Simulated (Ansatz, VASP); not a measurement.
In2Sb in VASP and in Ansatz

```xyz
3
Lattice="0.0000 3.6926 3.6926 3.6926 0.0000 3.6926 3.6926 3.6926 0.0000" Properties=species:S:1:pos:R:3 pbc="T T T"
In    1.8463    1.8463    1.8463
In    5.5389    5.5389    5.5389
Sb    0.0000    0.0000    0.0000
```

Alike in both runs: task relaxation of cell and atoms; functional r2SCAN; k mesh 12 × 12 × 12; occupations gaussian, width 0.1 eV; no spin polarisation.

|  | VASP | Ansatz |
| --- | --- | --- |
| version | VASP 6.6.1 | Ansatz 0.2.0 |
| potentials or method | VASP PAW PBE potentials, release 64 (In_d, Sb), cutoff 600 eV | scalar-relativistic, plane waves, PAW |
| valence electrons in the cell | 31 | 41 |

```tsv
	VASP	Ansatz	Ansatz less VASP
gap on the k mesh at the Fermi level, each at its own relaxed structure (eV)	none	none	-
relaxed volume (Å³/atom)	32.89	32.84	-0.051
relaxed length of the cell vector where the two differ most in proportion (Å)	5.187	5.184	-0.0027
```

VASP's potentials were made for PBE, not for r2SCAN. A gap of «none» marks a metal or a gap that the smearing closes. VASP's potentials hold 31 valence electrons a cell and Ansatz's 41, so a difference there can come from the potentials and not from the codes.

Spin-orbit coupling is off throughout.
